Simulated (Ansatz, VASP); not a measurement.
## Rh: VASP beside Ansatz

```
Rh
1.0
     0.00000    1.87685    1.87685
     1.87685    0.00000    1.87685
     1.87685    1.87685    0.00000
Rh
1
Direct
  0.00000 0.00000 0.00000
```

Alike in both runs: task relaxation of cell and atoms; functional LDA; k mesh 20 × 20 × 20; occupations fermi-dirac, width 0.15 eV; no spin polarisation.

|  | VASP | Ansatz |
| --- | --- | --- |
| version | VASP 6.6.1 | Ansatz 0.2.0 |
| potentials or method | VASP PAW LDA potentials, release 64 (Rh_pv), cutoff 600 eV | scalar-relativistic, plane waves, PAW |
| valence electrons in the cell | 15 | 17 |

Ansatz gave:

- gap on the k mesh at the Fermi level, each at its own relaxed structure (eV): none
- relaxed volume (Å³/atom): 13.26
- relaxed length of the cell vector where the two differ most in proportion (Å): 2.657

Problem. Estimate VASP's values.

Solution. gap on the k mesh at the Fermi level, each at its own relaxed structure (eV): none; relaxed volume (Å³/atom): 13.30; relaxed length of the cell vector where the two differ most in proportion (Å): 2.659.

LDA's correlation is that of Perdew and Zunger in VASP and of Perdew and Wang (1992) in Ansatz. A gap of «none» marks a metal or a gap that the smearing closes. VASP's potentials hold 15 valence electrons a cell and Ansatz's 17, so a difference there can come from the potentials and not from the codes.
